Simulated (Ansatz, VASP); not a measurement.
# Two plane-wave programs on InSb

```
CELL_PARAMETERS angstrom
0.00000 3.19051 3.14193
3.19051 0.00000 3.14193
3.19051 3.19051 0.00000
ATOMIC_POSITIONS crystal
In 0.00000 0.00000 0.00000
Sb 0.75000 0.75000 0.75000
```

Change from the starting cell: strain -0.015 along x and y, -0.030 along z, atoms carried along.

Alike in both runs: task single point; functional PBE; k mesh 12 × 12 × 12; occupations gaussian, width 0.15 eV; no spin polarisation.

|  | VASP | Ansatz |
| --- | --- | --- |
| version | VASP 6.6.1 | Ansatz 0.2.0 |
| potentials or method | VASP PAW PBE potentials, release 64 (In_d, Sb), cutoff 520 eV | scalar-relativistic, plane waves, PAW |
| valence electrons in the cell | 18 | 28 |

|  | VASP | Ansatz | Ansatz less VASP |
| --- | --- | --- | --- |
| gap on the k mesh at the Fermi level (eV) | 0.11 | 0.11 | -0.005 |
| least direct gap on the mesh (eV) | 0.11 | 0.11 | -0.005 |
| pressure (GPa) | 6.7 | 6.7 | +0.03 |
| traceless stress, the component that is largest in VASP (GPa) | 0.24 | 0.24 | -0.001 |

VASP's potentials hold 18 valence electrons a cell and Ansatz's 28, so a difference there can come from the potentials and not from the codes.

Spin-orbit coupling is off throughout.
